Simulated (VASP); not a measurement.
# HfO2: relaxation of shape and atoms at fixed volume with PBEsol

The system is HfO2.

```
CELL_PARAMETERS angstrom
3.24108 0.00000 0.00000
-1.62054 2.80686 0.00000
0.00000 0.00000 5.23820
ATOMIC_POSITIONS crystal
Hf 0.00000 0.00000 0.00000
O 0.33333 0.66667 0.18531
O 0.66667 0.33333 0.81469
```

- Program: VASP 6.6.1
- Task: relaxation of shape and atoms at fixed volume
- Functional: PBEsol
- Potentials or basis: VASP PAW PBE potentials, release 64 (Hf_pv, O)
- Cutoff: 600 eV
- k mesh: 12 × 12 × 6
- Occupations: gaussian, width 0.05 eV
- Spin: no spin polarisation
- Dipole correction: no
- Further INCAR settings: ALGO = Normal; EDIFF = 1e-06; IBRION = 2; EDIFFG = -0.01; NSW = 60; ISIF = 4

- Energy gained by relaxing: 8.2 meV/atom
- Ionic steps: 6
- Pressure after relaxing: -0.2 GPa
- Largest force after relaxing: 0.009 eV/Å
- Band gap on the k mesh: 4.84 eV (least direct gap 5.09 eV)

Forces on the atoms (eV/Å):
```
Hf   0.000  0.000  0.000
O    0.000  0.000  0.009
O    0.000  0.000 -0.009
```

The path:
| step | energy change (eV) | largest force (eV/Å) | pressure (GPa) | volume (Å³) |
| --- | --- | --- | --- | --- |
| 1 | 0.0000 | 0.4678 | -5.47 | 47.65 |
| 2 | -0.0210 | 0.1139 | -2.20 | 47.65 |
| 3 | -0.0236 | 0.0633 | -0.54 | 47.65 |
| 4 | -0.0236 | 0.0759 | -0.46 | 47.65 |
| 5 | -0.0245 | 0.0161 | -0.23 | 47.65 |
| 6 | -0.0246 | 0.0093 | -0.21 | 47.65 |

Final structure:
```
Hf O
1.0
     3.20858    0.00000    0.00000
    -1.60429    2.77871    0.00000
     0.00000    0.00000    5.34487
Hf O
1 2
Direct
  0.00000 0.00000 0.00000
  0.33333 0.66667 0.17935
  0.66667 0.33333 0.82065
```

Levels at points of the mesh, in eV from the valence-band top:
| k point | band 7 | band 8 | band 9 | band 10 | band 11 | band 12 | band 13 | band 14 | band 15 |
| --- | --- | --- | --- | --- | --- | --- | --- | --- | --- |
| (0.00, 0.00, 0.00) | -3.76 | -3.53 | -0.45 | -0.26 | -0.26 | 5.19 | 5.19 | 5.36 | 7.88 |
| (0.50, 0.00, 0.00) | -2.64 | -1.79 | -1.41 | -1.01 | -0.58 | 4.84 | 6.07 | 7.31 | 10.24 |
| (0.00, 0.00, 0.50) | -3.75 | -3.20 | -1.01 | -0.28 | -0.28 | 5.17 | 5.17 | 6.13 | 8.02 |
| (0.50, 0.00, 0.50) | -2.66 | -1.92 | -1.32 | -0.98 | -0.35 | 4.95 | 6.25 | 7.30 | 9.99 |

Wall time 5.2 min on 1 thread of Intel Xeon 8259CL (shared host), peak memory 0.24 GiB.

Caveat: the PAW data sets were made with another functional, which shifts forces and pressure a little; spin-orbit coupling is left out, which moves the levels of the heavy elements. A k mesh can miss the band edges.
